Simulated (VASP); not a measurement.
# Sc in VASP: further runs

Aim: see how the results for Sc move with the level of theory and the settings. Levels: PBE, LDA. Tasks: single point.

Program: VASP 6.6.1. These are calculated values, not measurements. Logs are shortened: lines on timing, memory, paths and dates and some standing lists are left out, and cuts for length are marked.

## (1) The cell of the first run

The structure is cubic, space group Fm-3m (No. 225). Conventional cell: a = 4.520 Å, b = 4.520 Å, c = 4.520 Å, α = 90.00°, β = 90.00°, γ = 90.00°. Within 4.2 Å of Sc (site symmetry m-3m) lie 12 Sc at 3.20 Å.

This isn't the form of Sc at room conditions, which is hcp.

## (2) Single point, PBE

INCAR

```
PREC = Accurate ; ENCUT = 520
EDIFF = 1E-6 ; ISMEAR = 1
SIGMA = 0.1 ; LREAL = False
LASPH = True ; NELM = 80
ALGO = Normal ; ISIF = 2
LWAVE = False ; LCHARG = False
GGA = PE ; NBANDS = 12
```

KPOINTS

```
Automatic mesh
0
Gamma
  14 14 14
```

POSCAR

```
Sc
1.0
    0.0000000000      2.2600000000      2.2600000000
    2.2600000000      0.0000000000      2.2600000000
    2.2600000000      2.2600000000      0.0000000000
Sc
1
Direct
    0.0000000000      0.0000000000      0.0000000000
```

Potentials or basis: VASP PAW PBE potentials, release 64 (Sc_sv).

Command:

```bash
$ cat potpaw_PBE.64/Sc_sv/POTCAR > POTCAR
$ mpirun -np 1 vasp_std > vasp.out
```

OUTCAR:

```text
PREC = Accurate
   ENCUT = 520
   EDIFF = 1E-6
   ISMEAR = 1
   LREAL = False
   LASPH = True
   NELM = 80
   ISIF = 2
   GGA = PE

 ion  position               nearest neighbor table
   1  0.000  0.000  0.000-

  LATTYP: Found a face centered cubic cell.
 ALAT       =     4.5200000000

  Lattice vectors:

 A1 = (   0.0000000000,   2.2600000000,   2.2600000000)
 A2 = (   2.2600000000,   0.0000000000,   2.2600000000)
 A3 = (   2.2600000000,   2.2600000000,   0.0000000000)

Analysis of symmetry for initial positions (statically):
=====================================================================
 Subroutine PRICEL returns:
 Original cell was already a primitive cell.

 Routine SETGRP: Setting up the symmetry group for a
 face centered cubic supercell.

 Subroutine GETGRP returns: Found 48 space group operations
 (whereof 48 operations were pure point group operations)
 out of a pool of 48 trial point group operations.

The static configuration has the point symmetry O_h .

Analysis of symmetry for dynamics (positions and initial velocities):
=====================================================================
 Subroutine PRICEL returns:
 Original cell was already a primitive cell.

 Routine SETGRP: Setting up the symmetry group for a
 face centered cubic supercell.

 Subroutine GETGRP returns: Found 48 space group operations
 (whereof 48 operations were pure point group operations)
 out of a pool of 48 trial point group operations.

The dynamic configuration has the point symmetry O_h .

 Subroutine INISYM returns: Found 48 space group operations
 (whereof 48 operations are pure point group operations),
 and found     1 'primitive' translations

----------------------------------------------------------------------------------------

                                     Primitive cell

  volume of cell :      23.0864

  direct lattice vectors                    reciprocal lattice vectors
     0.000000000  2.260000000  2.260000000    -0.221238938  0.221238938  0.221238938
     2.260000000  0.000000000  2.260000000     0.221238938 -0.221238938  0.221238938
     2.260000000  2.260000000  0.000000000     0.221238938  0.221238938 -0.221238938

  length of vectors
     3.196122651  3.196122651  3.196122651     0.383197081  0.383197081  0.383197081

  position of ions in fractional coordinates (direct lattice)
     0.000000000  0.000000000  0.000000000

  ion indices of the primitive-cell ions
   primitive index   ion index
                 1           1

----------------------------------------------------------------------------------------

 KPOINTS: Automatic mesh

Automatic generation of k-mesh.
 Grid dimensions read from file:
 generate k-points for:   14   14   14

 Generating k-lattice:

  Cartesian coordinates                     Fractional coordinates (reciprocal lattice)
    -0.015802781  0.015802781  0.015802781     0.071428571  0.000000000  0.000000000
     0.015802781 -0.015802781  0.015802781     0.000000000  0.071428571  0.000000000
     0.015802781  0.015802781 -0.015802781     0.000000000  0.000000000  0.071428571

  Length of vectors
     0.027371220  0.027371220  0.027371220

  Shift w.r.t. Gamma in fractional coordinates (k-lattice)
     0.000000000  0.000000000  0.000000000

 Subroutine IBZKPT returns following result:
 ===========================================

 Found    104 irreducible k-points:

 Following reciprocal coordinates:
            Coordinates               Weight
  0.000000  0.000000  0.000000      1.000000
  0.071429  0.000000  0.000000      8.000000
  0.142857  0.000000  0.000000      8.000000
  0.214286  0.000000  0.000000      8.000000
  0.285714  0.000000  0.000000      8.000000
  0.357143  0.000000  0.000000      8.000000
[... 16 lines left out ...]
  0.214286  0.142857  0.000000     24.000000
  0.285714  0.142857  0.000000     24.000000
 [... further k-points ...]
   k-points           NKPTS =    104   k-points in BZ     NKDIM =    104   number of bands    NBANDS=     12
   number of dos      NEDOS =    301   number of ions     NIONS =      1
   total plane-waves  NPLWV =  13824
   dimension x,y,z NGX =    24 NGY =   24 NGZ =   24
   dimension x,y,z NGXF=    48 NGYF=   48 NGZF=   48
   ions per type =               1
   NGX,Y,Z   is equivalent  to a cutoff of  12.48, 12.48, 12.48 a.u.
   NGXF,Y,Z  is equivalent  to a cutoff of  24.97, 24.97, 24.97 a.u.
 SYSTEM =  unknown system
   PREC   = accura    normal or accurate (medium, high low for compatibility)
   ISTART =      0    job   : 0-new  1-cont  2-samecut
   ICHARG =      2    charge: 1-file 2-atom 10-const
   ISPIN  =      1    spin polarized calculation?
   LNONCOLLINEAR =      F non collinear calculations
   LSORBIT =      F    spin-orbit coupling
   LASPH  =      T    aspherical Exc in radial PAW
   ENCUT  =  520.0 eV  38.22 Ry    6.18 a.u.   5.94  5.94  5.94*2*pi/ulx,y,z
   NELM   =     80;   NELMIN=  2; NELMDL= -5     # of ELM steps
   EDIFF  = 0.1E-05   stopping-criterion for ELM
   LREAL  =      F    real-space projection
   EDIFFG = 0.1E-04   stopping-criterion for IOM
   NSW    =      0    number of steps for IOM
   IBRION =     -1    ionic relax: 0-MD 1-quasi-New 2-CG
   NFREE  =      0    steps in history (QN), initial steepest desc. (CG)
   ISIF   =      2    stress and relaxation
   ISYM   =      2    0-nonsym 1-usesym 2-fastsym
   POTIM  = 0.5000    time-step for ionic-motion
   TEBEG  =    0.0;   TEEND  =   0.0 temperature during run
   PSTRESS=    0.0 pullay stress
   NELECT =      11.0000    total number of electrons
   NUPDOWN=      -1.0000    fix difference up-down
   EMIN   =  10.00;   EMAX   =-10.00  energy-range for DOS
   EFERMI =   0.00;   METHOD = LEGACY
   ISMEAR =     1;   SIGMA  =   0.10  broadening in eV -4-tet -1-fermi 0-gaus
   EFERMI_NEDOS =   21; number of points for ismear=-14 and -15
   IALGO  =     38    algorithm
   IMIX   =      4    mixing-type and parameters
     AMIX     =   0.40;   BMIX     =  1.00
     AMIX_MAG =   1.60;   BMIX_MAG =  1.00
  volume/ion in A,a.u.               =      23.09       155.79
  Fermi-wavevector in a.u.,A,eV,Ry     =   1.278657  2.416311 22.245021  1.634963
  Thomas-Fermi vector in A             =   2.411187
   LORBIT       =      0    0 simple, 1 ext, 2 COOP (PROOUT), +10 PAW based schemes
   GGA     = PE    functional components
   LHFCALC =     F    Hartree Fock is set to
   AEXX    =    0.0000 exact exchange contribution
   IVDW    =     0    specifies the selected vdW correction
   LEPSILON=     F    determine dielectric tensor
   LRPA    =     F    only Hartree local field effects (RPA)
 non-spin polarized calculation
 Methfessel and Paxton  Order N= 1 SIGMA  =   0.10
  energy-cutoff  :      520.00
  volume of cell :       23.09
 maximum number of plane-waves:       636
   NGX = 11   NGY = 11   NGZ = 11

 number of electron      11.0000000 magnetization

 Free energy of the ion-electron system (eV)
  ---------------------------------------------------
  ext. energy  EPLUGINS =         0.00000000
  ---------------------------------------------------
  free energy    TOTEN  =        -6.18421068 eV

  energy without entropy =       -6.18536968  energy(sigma->0) =       -6.18459701

 E-fermi :   4.1465     XC(G=0): -10.1391

 val. band max:        4.1326817118   @ k =   0.5000   0.1429   0.0000
 cond. band min:       4.1607055459   @ k =  -0.3571   0.4286   0.2143
 fundamental gap:      0.0280238342
 Fermi energy:         4.1464856744

 k-point     1 :       0.0000    0.0000    0.0000
  band No.  band energies     occupation
      1     -45.1243      2.00000
      2     -23.4999      2.00000
      3     -23.4999      2.00000
      4     -23.4999      2.00000
      5      -1.1747      2.00000
      6       5.8080     -0.00000
      7       5.8080     -0.00000
      8       5.8080     -0.00000
      9       7.3104      0.00000
     10       7.3104      0.00000
     11      17.0006      0.00000
     12      20.6626      0.00000

 k-point     2 :       0.0714    0.0000    0.0000
  band No.  band energies     occupation
      1     -45.1205      2.00000
      2     -23.5252      2.00000
      3     -23.5031      2.00000
      4     -23.5031      2.00000
      5      -1.0373      2.00000
      6       5.7028     -0.00000
      7       5.8599     -0.00000
      8       5.8599     -0.00000
      9       7.2728      0.00000
     10       7.2728      0.00000
     11      17.1404      0.00000
     12      19.5976      0.00000

 k-point     3 :       0.1429    0.0000    0.0000
  band No.  band energies     occupation
      1     -45.1096      2.00000
      2     -23.5955      2.00000
      3     -23.5120      2.00000
      4     -23.5120      2.00000
      5      -0.6382      2.00000
      6       5.4281     -0.00000
      7       5.9792     -0.00000
      8       5.9792     -0.00000
      9       7.2077      0.00000
     10       7.2077      0.00000
     11      17.2276      0.00000
     12      18.1058      0.00000

 k-point     4 :       0.2143    0.0000    0.0000
  band No.  band energies     occupation
      1     -45.0940      2.00000
      2     -23.6958      2.00000
      3     -23.5248      2.00000
      4     -23.5248      2.00000
      5      -0.0186      2.00000
      6       5.0772     -0.00000
      7       6.0482     -0.00000
      8       6.0482     -0.00000
      9       7.2536      0.00000
     10       7.2536      0.00000
     11      15.9315      0.00000
     12      17.8120      0.00000

 k-point     5 :       0.2857    0.0000    0.0000
  band No.  band energies     occupation
      1     -45.0765      2.00000
      2     -23.8054      2.00000
      3     -23.5390      2.00000
      4     -23.5390      2.00000
      5       0.7436      2.00000
      6       4.7505     -0.00000
      7       5.9768     -0.00000
      8       5.9768     -0.00000
      9       7.5070      0.00000
     10       7.5070      0.00000
     11      14.3508      0.00000
     12      17.4472      0.00000

 k-point     6 :       0.3571    0.0000    0.0000
  band No.  band energies     occupation
      1     -45.0607      2.00000
      2     -23.9025      2.00000
      3     -23.5518      2.00000
      4     -23.5518      2.00000
      5       1.5139      2.00000
      6       4.5341     -0.00000
      7       5.8385     -0.00000
      8       5.8385     -0.00000
      9       7.8652      0.00000
     10       7.8652      0.00000
     11      12.9284      0.00000
     12      16.9093      0.00000

 k-point     7 :       0.4286    0.0000    0.0000
  band No.  band energies     occupation
      1     -45.0497      2.00000
      2     -23.9689      2.00000
      3     -23.5605      2.00000
      4     -23.5605      2.00000
      5       2.0900      2.00000
      6       4.4748     -0.00004
      7       5.7259     -0.00000
      8       5.7259     -0.00000
      9       8.1669      0.00000
     10       8.1669      0.00000
     11      11.8702      0.00000
     12      16.4975      0.00000

 k-point     8 :       0.5000    0.0000    0.0000
  band No.  band energies     occupation
      1     -45.0458      2.00000
      2     -23.9925      2.00000
      3     -23.5636      2.00000
      4     -23.5636      2.00000
      5       2.2967      2.00000
      6       4.4918     -0.00001
      7       5.6842     -0.00000
      8       5.6842     -0.00000
      9       8.2847      0.00000
     10       8.2847      0.00000
     11      11.4622      0.00000
     12      16.3491      0.00000
[... 166 lines left out ...]
 k-point    20 :      -0.1429    0.0714    0.0000
  band No.  band energies     occupation
      1     -45.1018      2.00000
      2     -23.6354      2.00000
      3     -23.5353      2.00000
      4     -23.5117      2.00000
      5      -0.3392      2.00000
      6       5.2438     -0.00000
      7       6.0096     -0.00000
      8       6.0928     -0.00000
      9       6.9744      0.00000
     10       7.3944      0.00000
     11      17.0069      0.00000
     12      17.7507      0.00000

 k-point    21 :      -0.0714    0.0714    0.0000
  band No.  band energies     occupation
      1     -45.1143      2.00000
      2     -23.5601      2.00000
      3     -23.5176      2.00000
      4     -23.5042      2.00000
      5      -0.8127      2.00000
      6       5.5371     -0.00000
      7       5.9392     -0.00000
      8       5.9426     -0.00000
      9       7.1203      0.00000
     10       7.3236      0.00000
     11      17.3174      0.00000
     12      18.7284      0.00000

 k-point    22 :       0.1429    0.1429    0.0000
  band No.  band energies     occupation
      1     -45.1048      2.00000
      2     -23.5929      2.00000
      3     -23.5329      2.00000
      4     -23.5329      2.00000
      5      -0.4640      2.00000
      6       5.2403     -0.00000
      7       6.1360     -0.00000
      8       6.1360     -0.00000
      9       6.7400      0.00000
     10       7.4803      0.00000
     11      17.6946      0.00000
     12      18.7231      0.00000

 k-point    23 :       0.2143    0.1429    0.0000
  band No.  band energies     occupation
      1     -45.0930      2.00000
      2     -23.6579      2.00000
      3     -23.5492      2.00000
      4     -23.5454      2.00000
      5      -0.0094      2.00000
      6       4.9663     -0.00000
      7       6.1736      0.00000
      8       6.2922      0.00000
      9       6.6453      0.00000
     10       7.5713      0.00000
     11      17.2840      0.00000
     12      18.0402      0.00000

 k-point    24 :       0.2857    0.1429    0.0000
  band No.  band energies     occupation
      1     -45.0778      2.00000
      2     -23.7471      2.00000
      3     -23.5653      2.00000
      4     -23.5604      2.00000
      5       0.6363      2.00000
      6       4.6802     -0.00000
      7       5.8816     -0.00000
      8       6.3520      0.00000
      9       6.9963      0.00000
     10       7.7536      0.00000
     11      15.6517      0.00000
     12      17.8392      0.00000

 [... further k-points ...]
[... 5 lines left out ...]
  --------------------------------------------------------------------------------------
  -------------------------------------------------------------------------------------
  Total        0.5318322      0.5318322      0.5318322      0.0000000      0.0000000      0.0000000
  in kB       36.9087953     36.9087953     36.9087953      0.0000000      0.0000000      0.0000000
  external PRESSURE =      36.9087953 kB  Pullay stress =       0.0000000 kB

 VOLUME and BASIS-vectors are now :
 -----------------------------------------------------------------------------
  energy-cutoff  :      520.00
  volume of cell :       23.09
      direct lattice vectors                 reciprocal lattice vectors
     0.000000000  2.260000000  2.260000000    -0.221238938  0.221238938  0.221238938
     2.260000000  0.000000000  2.260000000     0.221238938 -0.221238938  0.221238938
     2.260000000  2.260000000  0.000000000     0.221238938  0.221238938 -0.221238938

 POSITION                                       TOTAL-FORCE (eV/Angst)
 -----------------------------------------------------------------------------------
      0.00000      0.00000      0.00000        -0.000000      0.000000     -0.000000
 -----------------------------------------------------------------------------------
    total drift:                                0.000000     -0.000000     -0.000000

  FREE ENERGIE OF THE ION-ELECTRON SYSTEM (eV)
  ---------------------------------------------------
  free  energy   TOTEN  =        -6.1842106798 eV

  energy  without entropy=       -6.1853696812  energy(sigma->0) =       -6.18459701
```

Wall time 22 s (1 thread of Intel Xeon Platinum 8259CL at 2.50GHz (Skylake/Cascade Lake), shared host); peak memory 0.15 GiB.

What came out:

| Item | Value |
| --- | --- |
| Free energy | -6.1842 eV |
| Pressure | 3.7 GPa |
| Band gap on the k mesh | zero (an odd number of electrons rules out a gap without spin polarisation) |

Caveat: the cell stands under pressure.

[end of part 1 of 2]

The gap in the log of VASP goes by the Fermi energy; the results here count the filled bands.